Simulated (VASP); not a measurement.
# Sn (Immm) in VASP: further runs

Sn is run at these levels: r2SCAN; tasks: single point.

All numbers are computed with VASP 6.6.1; they aren't measurements. Logs are shortened: lines on timing, memory, paths and dates and some standing lists are left out, and cuts for length are marked.

**1. The cell of the first run**

It takes space group Immm (No. 71, orthorhombic). The conventional cell has a = 3.764 Å, b = 3.783 Å, c = 3.801 Å, α = 90.00°, β = 90.00°, γ = 90.00°. Within 4.3 Å of Sn (site symmetry mmm) lie 14 Sn at 3.28 to 3.80 Å.

This isn't the form of Sn at room conditions, which is tetragonal (white tin).

**2. Single point, r2SCAN (strain +0.0050 x Voigt [1, -1, 0, 0, 0, 0])**

Input file POSCAR:

```
Sn
1.0
   -1.9007422273      1.8818293693      1.8912857983
    1.9007422273     -1.8818293693      1.8912857983
    1.9007422273      1.8818293693     -1.8912857983
Sn
1
Direct
    0.0000000000      0.0000000000      0.0000000000
```

Input file INCAR.step1:

```
SYSTEM = Sn
PREC = Accurate ; ENCUT = 520
ISMEAR = 0 ; SIGMA = 0.15
LREAL = .FALSE. ; LASPH = .TRUE.
NELM = 80 ; NBANDS = 13
GGA = PE ; ALGO = Normal
EDIFF = 1E-4 ; LWAVE = .TRUE.
LCHARG = .FALSE.
```

Input file INCAR.step2:

```
SYSTEM = Sn
PREC = Accurate ; ENCUT = 520
EDIFF = 1E-6 ; ISMEAR = 0
SIGMA = 0.15 ; LREAL = .FALSE.
LASPH = .TRUE. ; NELM = 80
ALGO = Normal ; ISIF = 2
LWAVE = .FALSE. ; LCHARG = .FALSE.
METAGGA = R2SCAN ; LMIXTAU = .TRUE.
NBANDS = 13 ; ISTART = 1
```

Input file KPOINTS:

```
regular mesh
0
G
  22 22 22
  0 0 0
```

Potentials or basis: VASP PAW PBE potentials, release 64 (Sn_d).

On the command line:

```
> cat potpaw_PBE.64/Sn_d/POTCAR > POTCAR
> cp INCAR.step1 INCAR
> mpirun -np 1 vasp_std > vasp.out
> cp INCAR.step2 INCAR
> mpirun -np 1 vasp_std > vasp.out
```

OUTCAR:

```text
SYSTEM = Sn
   PREC = Accurate
   ENCUT = 520
   EDIFF = 1E-6
   ISMEAR = 0
   LREAL = .FALSE.
   LASPH = .TRUE.
   NELM = 80
   ISIF = 2
   METAGGA = R2SCAN
   ISTART = 1

 ion  position               nearest neighbor table
   1  0.000  0.000  0.000-

  LATTYP: Found a body centered orthorhombic cell.
 ALAT       =     3.7636587386
 B/A-ratio  =     1.0050251256
 C/A-ratio  =     1.0100502513

  Lattice vectors:

 A1 = (  -1.9007422273,  -1.8818293693,  -1.8912857983)
 A2 = (  -1.9007422273,   1.8818293693,   1.8912857983)
 A3 = (   1.9007422273,   1.8818293693,  -1.8912857983)

Analysis of symmetry for initial positions (statically):
=====================================================================
 Subroutine PRICEL returns:
 Original cell was already a primitive cell.

 Routine SETGRP: Setting up the symmetry group for a
 body centered orthorhombic supercell.

 Subroutine GETGRP returns: Found  8 space group operations
 (whereof  8 operations were pure point group operations)
 out of a pool of  8 trial point group operations.

The static configuration has the point symmetry D_2h.

Analysis of symmetry for dynamics (positions and initial velocities):
=====================================================================
 Subroutine PRICEL returns:
 Original cell was already a primitive cell.

 Routine SETGRP: Setting up the symmetry group for a
 body centered orthorhombic supercell.

 Subroutine GETGRP returns: Found  8 space group operations
 (whereof  8 operations were pure point group operations)
 out of a pool of  8 trial point group operations.

The dynamic configuration has the point symmetry D_2h.

 Subroutine INISYM returns: Found  8 space group operations
 (whereof  8 operations are pure point group operations),
 and found     1 'primitive' translations

----------------------------------------------------------------------------------------

                                     Primitive cell

  volume of cell :      27.0596

  direct lattice vectors                    reciprocal lattice vectors
    -1.900742227  1.881829369  1.891285798     0.000000000  0.265698904  0.264370409
     1.900742227 -1.881829369  1.891285798     0.263055133  0.000000000  0.264370409
     1.900742227  1.881829369 -1.891285798     0.263055133  0.265698904  0.000000000

  length of vectors
     3.275830393  3.275830393  3.275830393     0.374816783  0.372947337  0.373890239

  position of ions in fractional coordinates (direct lattice)
     0.000000000  0.000000000  0.000000000

  ion indices of the primitive-cell ions
[... 83 lines left out ...]
   TEBEG  =    0.0;   TEEND  =   0.0 temperature during run
   PSTRESS=    0.0 pullay stress
   NELECT =      14.0000    total number of electrons
   NUPDOWN=      -1.0000    fix difference up-down
   EMIN   =  10.00;   EMAX   =-10.00  energy-range for DOS
   EFERMI =   0.00;   METHOD = LEGACY
   ISMEAR =     0;   SIGMA  =   0.15  broadening in eV -4-tet -1-fermi 0-gaus
   EFERMI_NEDOS =   21; number of points for ismear=-14 and -15
   IALGO  =     38    algorithm
   IMIX   =      4    mixing-type and parameters
     AMIX     =   0.40;   BMIX     =  1.00
     AMIX_MAG =   1.60;   BMIX_MAG =  1.00
  volume/ion in A,a.u.               =      27.06       182.61
  Fermi-wavevector in a.u.,A,eV,Ry     =   1.314248  2.483568 23.500631  1.727248
  Thomas-Fermi vector in A             =   2.444514
   LORBIT       =      0    0 simple, 1 ext, 2 COOP (PROOUT), +10 PAW based schemes
   METAGGA = R2SCAN    functional components
   LHFCALC =     F    Hartree Fock is set to
   AEXX    =    0.0000 exact exchange contribution
   IVDW    =     0    specifies the selected vdW correction
   LEPSILON=     F    determine dielectric tensor
   LRPA    =     F    only Hartree local field effects (RPA)
 non-spin polarized calculation
 Gauss-broadening in eV      SIGMA  =   0.15
  energy-cutoff  :      520.00
  volume of cell :       27.06
 maximum number of plane-waves:       740
   NGX = 13   NGY = 13   NGZ = 13

 number of electron      13.9999994 magnetization

 Free energy of the ion-electron system (eV)
  ---------------------------------------------------
  ext. energy  EPLUGINS =         0.00000000
  ---------------------------------------------------
  free energy    TOTEN  =       -24.50376039 eV

  energy without entropy =      -24.49797274  energy(sigma->0) =      -24.50086657

 E-fermi :   8.0843     XC(G=0): -11.2867

 val. band max:        8.0720925940   @ k =  -0.3182   0.3636   0.2273
 cond. band min:       8.0851715035   @ k =   0.2273   0.5000   0.0000
 fundamental gap:      0.0130789095
 Fermi energy:         8.0842552727

 k-point     1 :       0.0000    0.0000    0.0000
  band No.  band energies     occupation
      1     -14.1877      2.00000
      2     -14.1861      2.00000
      3     -14.1846      2.00000
      4     -14.0338      2.00000
      5     -14.0293      2.00000
      6      -3.5992      2.00000
      7      16.5298      0.00000
      8      16.5619      0.00000
      9      16.5997      0.00000
     10      20.9358      0.00000
     11      21.0101      0.00000
     12      21.0820      0.00000
     13      21.2372      0.00000
[... 354 lines left out ...]
  band No.  band energies     occupation
      1     -14.2361      2.00000
      2     -14.1673      2.00000
      3     -14.0409      2.00000
      4     -14.0386      2.00000
      5     -13.9434      2.00000
      6       1.3694      2.00000
      7       3.5785      2.00000
      8      11.5371      0.00000
      9      13.5620      0.00000
     10      16.7230      0.00000
     11      17.2237      0.00000
     12      23.8967      0.00000
     13      25.0301      0.00000

 [... further k-points ...]

------------------------ aborting loop because EDIFF is reached ----------------------------------------

  FORCE on cell =-STRESS in cart. coord.  units (eV):
  Direction    XX          YY          ZZ          XY          YZ          ZX
  --------------------------------------------------------------------------------------
  -------------------------------------------------------------------------------------
  Total       -0.0464203     -0.0535473     -0.0490353      0.0000000     -0.0000000      0.0000000
  in kB       -2.7485118     -3.1704959     -2.9033453      0.0000000     -0.0000000      0.0000000
  external PRESSURE =      -2.9407843 kB  Pullay stress =       0.0000000 kB

 VOLUME and BASIS-vectors are now :
 -----------------------------------------------------------------------------
  energy-cutoff  :      520.00
  volume of cell :       27.06
      direct lattice vectors                 reciprocal lattice vectors
    -1.900742227  1.881829369  1.891285798     0.000000000  0.265698904  0.264370409
     1.900742227 -1.881829369  1.891285798     0.263055133  0.000000000  0.264370409
     1.900742227  1.881829369 -1.891285798     0.263055133  0.265698904  0.000000000

 POSITION                                       TOTAL-FORCE (eV/Angst)
 -----------------------------------------------------------------------------------
      0.00000      0.00000      0.00000         0.000000      0.000000      0.000000
 -----------------------------------------------------------------------------------
    total drift:                                0.000000      0.000000      0.000000

  FREE ENERGIE OF THE ION-ELECTRON SYSTEM (eV)
  ---------------------------------------------------
  free  energy   TOTEN  =       -24.5037603920 eV

  energy  without entropy=      -24.4979727434  energy(sigma->0) =      -24.50086657
```

OSZICAR.step1:

```text
N       E                     dE             d eps       ncg     rms          rms(c)
DAV:   1     0.806107521873E+02    0.80611E+02   -0.71810E+03 41086   0.161E+03
DAV:   2     0.185598051548E+01   -0.78755E+02   -0.76266E+02 42285   0.340E+02
DAV:   3    -0.367239607510E+01   -0.55284E+01   -0.55069E+01 47429   0.730E+01
DAV:   4    -0.378474487732E+01   -0.11235E+00   -0.11232E+00 46804   0.111E+01
DAV:   5    -0.378856816099E+01   -0.38233E-02   -0.38232E-02 50905   0.200E+00    0.134E+00
DAV:   6    -0.377864812501E+01    0.99200E-02   -0.10577E-02 50510   0.177E+00    0.741E-01
DAV:   7    -0.377542109272E+01    0.32270E-02   -0.69189E-03 49739   0.137E+00    0.100E-01
DAV:   8    -0.377529314285E+01    0.12795E-03   -0.68610E-04 48708   0.434E-01    0.232E-02
DAV:   9    -0.377529285236E+01    0.29049E-06   -0.92604E-06 25310   0.420E-02
   1 F= -.37752929E+01 E0= -.37721098E+01  d E =-.636605E-02
```

It took 5.7 min on 1 thread of Intel Xeon 6975P-C (Granite Rapids), shared host; peak memory 0.55 GiB.

What came out:

* Free energy: -24.5038 eV
* Pressure: -0.3 GPa
* Band gap on the k mesh: zero (bands 7 and 8 overlap by 11.02 eV)

Caveat: the cell differs from its parent crystal (strain +0.0050 x Voigt [1, -1, 0, 0, 0, 0]); the PAW data sets were made with another functional, which shifts forces and pressure a little; spin-orbit coupling is left out, which moves the levels of the heavy elements.

**3. Single point, r2SCAN (strain +0.0175 x Voigt [1, -1, 0, 0, 0, 0])**

Input file POSCAR:

```
Sn
1.0
   -1.9243832998      1.8581882968      1.8912857983
    1.9243832998     -1.8581882968      1.8912857983
    1.9243832998      1.8581882968     -1.8912857983
Sn
1
Direct
    0.0000000000      0.0000000000      0.0000000000
```

Input file INCAR.step1:

```
SYSTEM = Sn
ALGO = Normal
EDIFF = 1E-4
ENCUT = 520
GGA = PE
ISMEAR = 0
LASPH = .True.
LCHARG = .False.
LREAL = .False.
LWAVE = .True.
NBANDS = 13
NELM = 80
PREC = Accurate
SIGMA = 0.15
```

Input file INCAR.step2:

```
SYSTEM = Sn
ALGO = Normal
EDIFF = 1E-6
ENCUT = 520
ISIF = 2
ISMEAR = 0
ISTART = 1
LASPH = .True.
LCHARG = .False.
LMIXTAU = .True.
LREAL = .False.
LWAVE = .False.
METAGGA = R2SCAN
NBANDS = 13
NELM = 80
PREC = Accurate
SIGMA = 0.15
```

Input file KPOINTS:

```
k-points
0
Gamma
  22 22 22
  0 0 0
```

Potentials or basis: VASP PAW PBE potentials, release 64 (Sn_d).

On the command line:

```
> cat potpaw_PBE.64/Sn_d/POTCAR > POTCAR
> cp INCAR.step1 INCAR
> mpirun -np 1 vasp_std > vasp.out
> cp INCAR.step2 INCAR
> mpirun -np 1 vasp_std > vasp.out
```

It took 6.3 min on 1 thread of Intel Xeon 6975P-C (Granite Rapids), shared host; peak memory 0.55 GiB.

Results (log left out):

```yaml
Free_energy: -24.5043 eV
Pressure: -0.2 GPa
Band_gap_on_the_k_mesh: zero (bands 7 and 8 overlap by 10.93 eV)
```

Stress tensor (GPa, compression positive):
```
-0.05  0.00  0.00
 0.00 -0.56  0.00
 0.00  0.00 -0.13
```

Levels at points of the mesh, in eV from the Fermi level:
| k point | band 4 | band 5 | band 6 | band 7 | band 8 | band 9 | band 10 | band 11 |
| --- | --- | --- | --- | --- | --- | --- | --- | --- |
| (0.00, 0.00, 0.00) | -22.12 | -22.11 | -11.69 | 8.36 | 8.45 | 8.61 | 12.69 | 12.89 |
| (0.50, 0.00, 0.00) | -22.12 | -22.02 | -6.52 | -4.67 | 3.54 | 5.56 | 8.33 | 8.35 |
| (0.00, 0.50, 0.00) | -22.12 | -22.03 | -6.78 | -4.76 | 4.01 | 6.19 | 8.86 | 8.96 |
| (0.50, 0.50, 0.00) | -22.12 | -22.03 | -6.65 | -4.71 | 3.77 | 5.87 | 8.60 | 8.64 |
| (0.50, 0.50, 0.50) | -22.05 | -22.04 | -2.32 | -0.95 | -0.60 | -0.23 | 4.08 | 4.32 |

Caveat: the cell differs from its parent crystal (strain +0.0175 x Voigt [1, -1, 0, 0, 0, 0]); the PAW data sets were made with another functional, which shifts forces and pressure a little; spin-orbit coupling is left out, which moves the levels of the heavy elements.
